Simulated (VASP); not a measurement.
Wanted: the native input for a VASP 6.6.1 run.

- Task: single point
- Functional: PBE
- Potentials or basis: VASP PAW PBE potentials, release 64 (Pt, S)
- Cutoff: 520 eV
- k mesh: 9 × 9 × 5
- Occupations: fermi-dirac, width 0.05 eV
- Spin: no spin polarisation
- Dipole correction: no
- Further INCAR settings: ALGO = Normal; EDIFF = 1e-07; NBANDS = 18

The structure of PtS2 lies in POSCAR:

```
PtS2
1.0
    3.5767646850      0.0000000000      0.0000000000
   -1.7883823425      3.0975690806      0.0000000000
    0.0000000000      0.0000000000      6.4956122671
Pt S
1 2
Direct
    0.0000000000      0.0000000000      0.0000000000
    0.6666666667      0.3333333333      0.8110246208
    0.3333333333      0.6666666667      0.1889753792
```

These files were run (other wordings do the same):

INCAR

```
SYSTEM = PtS2
ALGO = Normal
EDIFF = 1E-7
ENCUT = 520
GGA = PE
ISIF = 2
ISMEAR = -1
LASPH = .True.
LCHARG = .False.
LREAL = .False.
LWAVE = .False.
NBANDS = 18
NELM = 100
PREC = Accurate
SIGMA = 0.05
```

KPOINTS

```
k-points
0
Gamma
  9 9 5
  0 0 0
```

Potentials or basis: VASP PAW PBE potentials, release 64 (Pt, S).

Command:

```console
$ cat potpaw_PBE.64/Pt/POTCAR potpaw_PBE.64/S/POTCAR > POTCAR
$ mpirun -np 1 vasp_std > vasp.out
```

It gave:

```
Pressure               : -0.4 GPa
Largest force          : 0.037 eV/Å
Band gap on the k mesh : 1.57 eV, indirect (least direct gap 1.59 eV)
```

Caveat: spin-orbit coupling is left out, which moves the levels of the heavy elements; this functional lacks dispersion, which binds the layers, so the pressure and a relaxed spacing across them are unreliable.

Wall time 70 s on 1 thread of Intel(R) Xeon(R) Platinum 8488C (Sapphire Rapids), with other jobs on the host, peak memory 0.22 GiB.
